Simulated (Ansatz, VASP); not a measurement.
**Ge: VASP beside Ansatz**

The input INCAR:

```
SYSTEM = Ge
  ALGO = Normal
  EDIFF = 1E-6
  ENCUT = 520
  GGA = PE
  ISIF = 2
  ISMEAR = 0
  LASPH = .TRUE.
  LCHARG = .FALSE.
  LREAL = .FALSE.
  LWAVE = .FALSE.
  NBANDS = 13
  NELM = 80
  PREC = Accurate
  SIGMA = 0.15
```

File KPOINTS:

```
k-points
0
G
  20 20 18
  0 0 0
```

POSCAR

```
Ge
1.0
    1.3272915500     -2.4704902000      0.0000000000
    1.3272915500      2.4704902000      0.0000000000
    0.0000000000      0.0000000000      2.6307752250
Ge
1
Direct
    0.5000000000      0.5000000000      0.0000000000
```

Input for Ansatz:

```yaml
crystal:
  lattice:
    - [1.32729155, -2.4704902, 0.0]
    - [1.32729155, 2.4704902, 0.0]
    - [0.0, 0.0, 2.630775225]
  atoms:
    - { symbol: Ge, position: [0.5, 0.5, 0.0] }
basis:
  ecutwfc: 420
kpoints:
  mp_grid: { grid: [20, 20, 18] }
hamiltonian:
  xc: pbe
scf:
  occupations: { method: gaussian, width: 0.15 }
output:
  forces: true
  stress: true
  eigenvalues: true
```

Change from the starting cell: strain -0.050 along x and y, -0.025 along z, atoms carried along.

Alike in both runs: task single point; functional PBE; k mesh 20 × 20 × 18; occupations gaussian, width 0.15 eV; no spin polarisation.

|  | VASP | Ansatz |
| --- | --- | --- |
| version | VASP 6.6.1 | Ansatz 0.2.0 |
| potentials or method | VASP PAW PBE potentials, release 64 (Ge_d), cutoff 520 eV | scalar-relativistic, plane waves, PAW |
| valence electrons in the cell | 14 | 14 |

|  | VASP | Ansatz | Ansatz less VASP |
| --- | --- | --- | --- |
| gap on the k mesh at the Fermi level (eV) | none | none | - |
| pressure (GPa) | 10.2 | 10.4 | +0.17 |
| traceless stress, the component that is largest in VASP (GPa) | -4.32 | -4.28 | +0.040 |

A gap of «none» marks a metal or a gap that the smearing closes.
